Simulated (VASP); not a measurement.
# SiC (pbe) (R3m) in VASP: a series of runs, part 2 of 2

VASP 6.6.1.

## Step 4: Single point, PBE

Contents of INCAR:

```
ALGO = Normal ; EDIFF = 1E-6
ENCUT = 600 ; GGA = PE
GGA_COMPAT = F ; ISIF = 2
ISMEAR = 0 ; LASPH = T
LCHARG = F ; LREAL = F
LWAVE = F ; NBANDS = 11
NELM = 120 ; PREC = Accurate
SIGMA = 0.01
```

Contents of KPOINTS:

```
k-points
0
Gamma
  9 9 9
```

Contents of POSCAR:

```
SiC
1.0
    0.0264439039      2.1834680565      2.1834680565
    2.1834680565      0.0264439039      2.1834680565
    2.1834680565      2.1834680565      0.0264439039
Si C
1 1
Direct
    0.0006169995      0.0006169995      0.0006169995
    0.2493830005      0.2493830005      0.2493830005
```

Potentials or basis: VASP PAW PBE potentials, release 64 (Si, C).

The run is started by

```bash
cat potpaw_PBE.64/Si/POTCAR potpaw_PBE.64/C/POTCAR > POTCAR
mpirun -np 1 vasp_std > vasp.out
```

OUTCAR:

```text
EDIFF = 1E-6
   ENCUT = 600
   GGA = PE
   ISIF = 2
   ISMEAR = 0
   LASPH = T
   LREAL = F
   NELM = 120
   PREC = Accurate

 ion  position               nearest neighbor table
   1  0.001  0.001  0.001-   2 1.88   2 1.88   2 1.88   2 1.89
   2  0.249  0.249  0.249-   1 1.88   1 1.88   1 1.88   1 1.89

  LATTYP: Found a trigonal (rhomboedric) cell.
 ALAT       =     3.0880033659
 COS(alpha) =     0.5120734101

  Lattice vectors:

 A1 = (   0.0264439039,   2.1834680565,   2.1834680565)
 A2 = (   2.1834680565,   0.0264439039,   2.1834680565)
 A3 = (   2.1834680565,   2.1834680565,   0.0264439039)

Analysis of symmetry for initial positions (statically):
=====================================================================
 Subroutine PRICEL returns:
 Original cell was already a primitive cell.

 Routine SETGRP: Setting up the symmetry group for a
 trigonal (rhombohedral) supercell.

 Subroutine GETGRP returns: Found  6 space group operations
 (whereof  6 operations were pure point group operations)
 out of a pool of 12 trial point group operations.

The static configuration has the point symmetry C_3v.

Analysis of symmetry for dynamics (positions and initial velocities):
=====================================================================
 Subroutine PRICEL returns:
 Original cell was already a primitive cell.

 Routine SETGRP: Setting up the symmetry group for a
 trigonal (rhombohedral) supercell.

 Subroutine GETGRP returns: Found  6 space group operations
 (whereof  6 operations were pure point group operations)
 out of a pool of 12 trial point group operations.

The dynamic configuration has the point symmetry C_3v.

 Subroutine INISYM returns: Found  6 space group operations
 (whereof  6 operations are pure point group operations),
 and found     1 'primitive' translations

----------------------------------------------------------------------------------------

                                     Primitive cell

[... 118 lines left out ...]
   IVDW    =     0    specifies the selected vdW correction
   LEPSILON=     F    determine dielectric tensor
   LRPA    =     F    only Hartree local field effects (RPA)
 non-spin polarized calculation
 Gauss-broadening in eV      SIGMA  =   0.01
  energy-cutoff  :      600.00
  volume of cell :       20.44
 maximum number of plane-waves:       694
 NGX is ok and might be reduce to    28
   NGX = 13   NGY = 13   NGZ = 13

 number of electron       8.0000000 magnetization

 Free energy of the ion-electron system (eV)
  ---------------------------------------------------
  ext. energy  EPLUGINS =         0.00000000
  ---------------------------------------------------
  free energy    TOTEN  =       -15.04447845 eV

  energy without entropy =      -15.04447845  energy(sigma->0) =      -15.04447845

 E-fermi :   8.3831     XC(G=0): -11.4097

 val. band max:        8.3085731382   @ k =   0.0000   0.0000   0.0000
 cond. band min:       9.7292731311   @ k =   0.4444   0.4444   0.0000
 fundamental gap:      1.4206999929
 Fermi energy:         8.3831031874

 k-point     1 :       0.0000    0.0000    0.0000
  band No.  band energies     occupation
      1      -7.2555      2.00000
      2       8.1176      2.00000
      3       8.3086      2.00000
      4       8.3086      2.00000
      5      14.4933      0.00000
      6      15.5076      0.00000
      7      15.7698      0.00000
      8      15.7698      0.00000
      9      22.8242      0.00000
     10      22.8242      0.00000
     11      24.9114      0.00000
[... 309 lines left out ...]
 k-point    24 :       0.4444    0.4444    0.0000
  band No.  band energies     occupation
      1      -2.6507      2.00000
      2       0.9428      2.00000
      3       4.9957      2.00000
      4       5.2119      2.00000
      5       9.7293      0.00000
      6      12.7167      0.00000
      7      22.1082      0.00000
      8      22.1349      0.00000
      9      23.0179      0.00000
     10      28.0301      0.00000
     11      30.6449      0.00000

 [... further k-points ...]

------------------------ aborting loop because EDIFF is reached ----------------------------------------

  FORCE on cell =-STRESS in cart. coord.  units (eV):
  Direction    XX          YY          ZZ          XY          YZ          ZX
  --------------------------------------------------------------------------------------
  -------------------------------------------------------------------------------------
  Total        0.7548626      0.7548626      0.7548626     -0.3921133     -0.3921133     -0.3921133
  in kB       59.1656592     59.1656592     59.1656592    -30.7335954    -30.7335954    -30.7335954
  external PRESSURE =      59.1656592 kB  Pullay stress =       0.0000000 kB

 VOLUME and BASIS-vectors are now :
 -----------------------------------------------------------------------------
  energy-cutoff  :      600.00
  volume of cell :       20.44
      direct lattice vectors                 reciprocal lattice vectors
     0.026443904  2.183468057  2.183468057    -0.233196052  0.230405618  0.230405618
     2.183468057  0.026443904  2.183468057     0.230405618 -0.233196052  0.230405618
     2.183468057  2.183468057  0.026443904     0.230405618  0.230405618 -0.233196052

 POSITION                                       TOTAL-FORCE (eV/Angst)
 -----------------------------------------------------------------------------------
      0.00271      0.00271      0.00271        -0.001843     -0.001843     -0.001843
      1.09563      1.09563      1.09563         0.001843      0.001843      0.001843
 -----------------------------------------------------------------------------------
    total drift:                                0.000011      0.000011      0.000011

  FREE ENERGIE OF THE ION-ELECTRON SYSTEM (eV)
  ---------------------------------------------------
  free  energy   TOTEN  =       -15.0444784523 eV

  energy  without entropy=      -15.0444784523  energy(sigma->0) =      -15.04447845
```

OSZICAR:

```text
N       E                     dE             d eps       ncg     rms          rms(c)
DAV:   1     0.574039983146E+01    0.57404E+01   -0.43955E+03  1942   0.700E+02
DAV:   2    -0.162467392357E+02   -0.21987E+02   -0.20599E+02  2334   0.117E+02
DAV:   3    -0.169318866233E+02   -0.68515E+00   -0.68370E+00  2290   0.172E+01
DAV:   4    -0.169345436908E+02   -0.26571E-02   -0.26569E-02  2164   0.137E+00
DAV:   5    -0.169345550854E+02   -0.11395E-04   -0.11395E-04  2284   0.843E-02    0.893E+00
DAV:   6    -0.151058514863E+02    0.18287E+01   -0.65125E+00  2083   0.115E+01    0.396E+00
DAV:   7    -0.150521558218E+02    0.53696E-01   -0.39986E-01  2257   0.361E+00    0.180E+00
DAV:   8    -0.150442494331E+02    0.79064E-02   -0.20459E-02  2122   0.958E-01    0.172E-01
DAV:   9    -0.150443679893E+02   -0.11856E-03   -0.15917E-03  2344   0.232E-01    0.113E-01
DAV:  10    -0.150444756190E+02   -0.10763E-03   -0.23085E-04  2074   0.930E-02    0.263E-02
DAV:  11    -0.150444781967E+02   -0.25776E-05   -0.39907E-05  2254   0.334E-02    0.701E-03
DAV:  12    -0.150444784523E+02   -0.25562E-06   -0.17305E-06  1543   0.819E-03
   1 F= -.15044478E+02 E0= -.15044478E+02  d E =-.116372E-28
```

Run time: 19 s. Hardware: 1 thread of Intel Xeon Platinum 8488C (Sapphire Rapids), shared host; peak memory 0.16 GiB.

Results:

```
Free energy            : -15.0445 eV
Pressure               : 5.9 GPa
Largest force          : 0.003 eV/Å
Band gap on the k mesh : 1.42 eV, indirect (least direct gap 4.52 eV)
```

Forces in eV/Å, atoms in the order of the input:
```
Si  -0.002 -0.002 -0.002
C    0.002  0.002  0.002
```

A k mesh can miss the band edges.

## Step 5: Relaxation of the atoms, PBE (strained cell)

Contents of INCAR:

```
PREC = Accurate
ENCUT = 520
EDIFF = 1E-7
ISMEAR = 0
SIGMA = 0.02
LREAL = False
LASPH = True
NELM = 120
ALGO = Normal
ISIF = 2
LWAVE = False
LCHARG = False
GGA = PE
IBRION = 2
NSW = 60
EDIFFG = -0.002
GGA_COMPAT = False
NELMIN = 4
```

Contents of KPOINTS:

```
Automatic mesh
0
Gamma
  9 9 9
```

Contents of POSCAR:

```
SiC
1.0
    0.0035229302      2.1605470828      2.1605470828
    2.1605470828      0.0035229302      2.1605470828
    2.1605470828      2.1605470828      0.0035229302
Si C
1 1
Direct
    0.0007751492      0.0007751492      0.0007751492
    0.2492248508      0.2492248508      0.2492248508
```

The run is started by

```bash
cat potpaw_PBE.64/Si/POTCAR potpaw_PBE.64/C/POTCAR > POTCAR
mpirun -np 1 vasp_std > vasp.out
```

It took 14 s on 1 thread of Intel Xeon Platinum 8488C (Sapphire Rapids), shared host; peak memory 0.13 GiB.

The run converged. Its results:

* Free energy: -15.0341 eV
* Energy gained by relaxing: 0.5 meV/atom
* Ionic steps: 3
* Pressure after relaxing: 9.8 GPa
* Band gap on the k mesh: 1.47 eV, indirect (least direct gap 4.64 eV)

Stress tensor (GPa, compression positive):
```
 9.85 -0.42 -0.42
-0.42  9.85 -0.42
-0.42 -0.42  9.85
```

The path:
```
step  energy change (eV)  largest force (eV/Å)  pressure (GPa)
   1              0.0000                0.2133            9.85
   2              0.0000                0.2057            9.87
   3             -0.0011                0.0000            9.85
```

Final structure:
```
Si C
1.0
     0.00352    2.16055    2.16055
     2.16055    0.00352    2.16055
     2.16055    2.16055    0.00352
Si C
1 1
Direct
  0.00009 0.00009 0.00009
  0.24991 0.24991 0.24991
```

Levels at points of the mesh, in eV from the valence-band top:
| k point | band 1 | band 2 | band 3 | band 4 | band 5 | band 6 | band 7 | band 8 |
| --- | --- | --- | --- | --- | --- | --- | --- | --- |
| (0.00, 0.00, 0.00) | -15.63 | -0.03 | 0.00 | 0.00 | 6.55 | 7.46 | 7.51 | 7.51 |

Caveat: the cell differs from its parent crystal (strained cell). A k mesh can miss the band edges.

## Step 6: Overview

| task | cell | cutoff (eV) | smearing | gap on the mesh (eV) | pressure (GPa) |
| --- | --- | --- | --- | --- | --- |
| single point | a = 3.088 Å, angles 59.2°, 2 atoms | 600 | gaussian 0.02 eV | 1.42 | 5.9 |
| single point | a = 3.088 Å, angles 59.2°, 2 atoms | 600 | gaussian 0.01 eV | 1.42 | 5.9 |
| relaxation of the atoms | atoms relaxed from a = 3.055 Å, angles 59.9°, 2 atoms | 520 | gaussian 0.02 eV | 1.47 | 9.8 |

Alike in all rows: level PBE; potentials or basis VASP PAW PBE potentials, release 64 (Si, C); no spin polarisation; k mesh 9 × 9 × 9.

Total energies depend on the potentials used, so only differences within one code and one set of settings carry meaning.
